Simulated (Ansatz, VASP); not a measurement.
AgCl in VASP and in Ansatz

INCAR

```
SYSTEM = AgCl
PREC = Accurate
ENCUT = 520
EDIFF = 1E-6
ISMEAR = -1
SIGMA = 0.02
LREAL = .False.
LASPH = .True.
NELM = 100
ALGO = Normal
ISIF = 2
LWAVE = .False.
LCHARG = .False.
GGA = PE
NBANDS = 16
```

Contents of KPOINTS:

```
regular mesh
0
Gamma
  8 8 8
  0 0 0
```

The input POSCAR:

```
AgCl
1.0
    3.4064539236      0.0000000000      0.0000000000
    0.0000000000      3.4064539236      0.0000000000
    0.0000000000      0.0000000000      3.3859262507
Ag Cl
1 1
Direct
    0.0000000000      0.0000000000      0.0000000000
    0.5000000000      0.5000000000      0.5000000000
```

Input for Ansatz:

```yaml
crystal:
  lattice:
    - [3.4064539236, 0.0, 0.0]
    - [0.0, 3.4064539236, 0.0]
    - [0.0, 0.0, 3.3859262507]
  atoms:
    - { symbol: Ag, position: [0.0, 0.0, 0.0] }
    - { symbol: Cl, position: [0.5, 0.5, 0.5] }
kpoints:
  mp_grid: { grid: [8, 8, 8] }
  band_path:
    path: [[0.0, 0.0, 0.0], [0.0, 0.5, 0.0], [0.5, 0.5, 0.0], [0.5, 0.5, 0.5]]
    npoints: 1
hamiltonian:
  xc: pbe
scf:
  occupations: { method: fermi_dirac, width: 0.02 }
  n_extra_bands: 4
output:
  forces: true
  stress: true
  eigenvalues: true
```

Change from the starting cell: epitaxial_xy strain +0.3%.

Alike in both runs: task single point; functional PBE; k mesh 8 × 8 × 8; occupations fermi-dirac, width 0.02 eV; no spin polarisation.

```csv
,VASP,Ansatz
version,VASP 6.6.1,Ansatz 0.2.0
potentials or method,"VASP PAW PBE potentials, release 64 (Ag, Cl)","plane waves, PAW"
plane-wave cutoff (eV),520,420
valence electrons in the cell,18,26
```

```csv
,VASP,Ansatz,Ansatz less VASP
pressure (GPa),1.3,1.4,+0.14
"traceless stress, the component that is largest in VASP (GPa)",0.20,0.20,0.000
```

With one functional, cell and mesh, what is left measures potentials, basis and numerics. VASP's potentials hold 18 valence electrons a cell and Ansatz's 26, so a difference there can come from the potentials and not from the codes.
